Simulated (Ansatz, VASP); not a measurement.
## Two plane-wave programs on HfO2

File INCAR:

```
PREC     = Accurate       # precision mode
ENCUT    = 520            # plane-wave cutoff, eV
EDIFF    = 1E-6           # SCF threshold, eV
ISMEAR   = 0              # smearing method
SIGMA    = 0.05           # smearing width, eV
LREAL    = False          # projectors in reciprocal space
LASPH    = True           # aspherical terms in the spheres
NELM     = 120            # most SCF steps
ALGO     = Normal         # electronic algorithm
ISIF     = 2              # what is computed and relaxed
LWAVE    = False          # write WAVECAR
LCHARG   = False          # write CHGCAR
LDIPOL   = True         
IDIPOL   = 3            
DIPOL    = 0.5 0.5 0.310
GGA      = PS             # functional
NBANDS   = 31             # bands
GGA_COMPAT= False        
NELMDL   = -8
```

File KPOINTS:

```
regular mesh
0
Gamma
  9 9 1
```

POSCAR

```
HfO2
1.0
    3.5670651986      0.0000000000      0.0000000000
   -1.7835325993      3.0891690789      0.0000000000
    0.0000000000      0.0000000000     19.8143927302
O Hf
4 2
Direct
    0.0000000000      0.0000000000      0.2018734591
    0.3333333333      0.6666666667      0.2753679279
    0.6666666667      0.3333333333      0.3435241996
    0.0000000000      0.0000000000      0.4196138051
    0.6666666667      0.3333333333      0.2386206935
    0.3333333333      0.6666666667      0.3804726551
```

Input for Ansatz:

```yaml
crystal:
  lattice:
    - [3.5670651986, 0.0, 0.0]
    - [-1.7835325993, 3.0891690789, 0.0]
    - [0.0, 0.0, 19.8143927302]
  atoms:
    - { symbol: O, position: [0.0, 0.0, 0.2018734591] }
    - { symbol: Hf, position: [0.6666666667, 0.3333333333, 0.2386206935] }
    - { symbol: O, position: [0.3333333333, 0.6666666667, 0.2753679279] }
    - { symbol: O, position: [0.6666666667, 0.3333333333, 0.3435241996] }
    - { symbol: Hf, position: [0.3333333333, 0.6666666667, 0.3804726551] }
    - { symbol: O, position: [0.0, 0.0, 0.4196138051] }
basis:
  ecutwfc: 420
kpoints:
  mp_grid: { grid: [9, 9, 1] }
hamiltonian:
  xc: pbesol
  pseudopotentials: { kind: paw, azcp: { folder: soft_1 } }
scf:
  occupations: { method: gaussian, width: 0.05 }
output:
  forces: true
  eigenvalues: true
  write_density: true
  write_potential: true
  elf: true
  volumetric_format: npy
efield:
  axis: 3
  dipole_correction: true
  ramp_width: 0.04
```

Alike in both runs: task single point; functional PBEsol; k mesh 9 × 9 × 1; occupations gaussian, width 0.05 eV; no spin polarisation.

|  | VASP | Ansatz |
| --- | --- | --- |
| version | VASP 6.6.1 | Ansatz 0.2.0 |
| potentials or method | VASP PAW PBE potentials, release 64 (O, Hf_pv), cutoff 520 eV | scalar-relativistic, plane waves, PAW |
| valence electrons in the cell | 44 | 76 |

Ansatz gave:

| Quantity | Value |
| --- | --- |
| gap on the k mesh at the Fermi level (eV) | 4.47 |
| least direct gap on the mesh (eV) | 4.70 |
| rms of the force components (eV/Å) | 0.149 |

Task: Which values does VASP return?

Result: gap on the k mesh at the Fermi level (eV): 4.45; least direct gap on the mesh (eV): 4.69; rms of the force components (eV/Å): 0.167.

VASP's potentials were made for PBE, not for PBEsol, and Ansatz warns of the same on its side. With one functional, cell and mesh, what is left measures potentials, basis and numerics. VASP's potentials hold 44 valence electrons a cell and Ansatz's 76, so a difference there can come from the potentials and not from the codes. Ansatz's warnings: xc potential rough in thin density.

Spin-orbit coupling is off throughout.
